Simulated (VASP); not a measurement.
The system is Al.

```
Al
1.0
    -1.59122    1.59122    1.59122
     1.59122   -1.59122    1.59122
     1.59122    1.59122   -1.59122
Al
1
Direct
  0.00000 0.00000 0.00000
```

This isn't the form of Al at room conditions, which is fcc.

Program: VASP 6.6.1. Alike in all runs: task single point; no spin polarisation; cell as given; k mesh 13 × 13 × 13; cutoff (eV) 500; smearing fermi-dirac 0.15 eV.

Problem. Order these runs on this cell by their pressure, lowest first.
A. level PBEsol; potentials or basis VASP PAW PBE potentials, release 64 (Al)
B. level LDA; potentials or basis VASP PAW LDA potentials, release 64 (Al)
C. level BLYP; potentials or basis VASP PAW PBE potentials, release 64 (Al)

Solution. B (0.4 GPa), A (2.2 GPa), C (7.6 GPa).

Caveats: the PAW data sets were made with another functional, which shifts forces and pressure a little (at least some runs); the cell stands under pressure (at least some runs).
